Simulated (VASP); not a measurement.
Wanted: the native input for a VASP 6.6.1 run.

```yaml
Task: single point
Functional: PBE
Potentials_or_basis: VASP PAW PBE potentials, release 64 (Mg, O)
Cutoff: 520 eV
k_mesh: 9 × 9 × 4
Occupations: gaussian, width 0.05 eV
Spin: no spin polarisation
Dipole_correction: no
Further_INCAR_settings: ALGO = Normal; EDIFF = 1e-06; NBANDS = 26
```

The structure of MgO lies in POSCAR:

```
MgO
1.0
    3.2984209484      0.0000000000      0.0000000000
   -1.6492104742      2.8565163336      0.0000000000
    0.0000000000      0.0000000000     11.2324426976
Mg O
4 4
Direct
    0.3333333333      0.6666666667      0.9694906392
    0.0000000000      0.0000000000      0.2208211786
    0.0000000000      0.0000000000      0.7208211786
    0.6666666667      0.3333333333      0.4694906392
    0.3333333333      0.6666666667      0.7800420079
    0.0000000000      0.0000000000      0.5296443544
    0.0000000000      0.0000000000      0.0296443544
    0.6666666667      0.3333333333      0.2800420079
```

This cell differs from its parent crystal: volume 13.229 Å^3 an atom, c/a of the conventional cell 3.4054.

The input as run:

INCAR

```
SYSTEM = MgO
PREC = Accurate
ENCUT = 520
EDIFF = 1E-6
ISMEAR = 0
SIGMA = 0.05
LREAL = .FALSE.
LASPH = .TRUE.
NELM = 60
ALGO = Normal
ISIF = 2
LWAVE = .FALSE.
LCHARG = .FALSE.
GGA = PE
NBANDS = 26
```

KPOINTS

```
regular mesh
0
G
  9 9 4
  0 0 0
```

Potentials or basis: VASP PAW PBE potentials, release 64 (Mg, O).

Run with:

```console
$ cat potpaw_PBE.64/Mg/POTCAR potpaw_PBE.64/O/POTCAR > POTCAR
$ mpirun -np 1 vasp_std > vasp.out
```

It gave:

```yaml
Pressure: -7.4 GPa
Largest_force: 0.260 eV/Å
Band_gap_on_the_k_mesh: 3.06 eV, direct
```

Run time: 2.2 min on 1 thread of AMD EPYC 7R43 64-Core Processor (Zen 3) (shared host), peak memory 0.24 GiB.
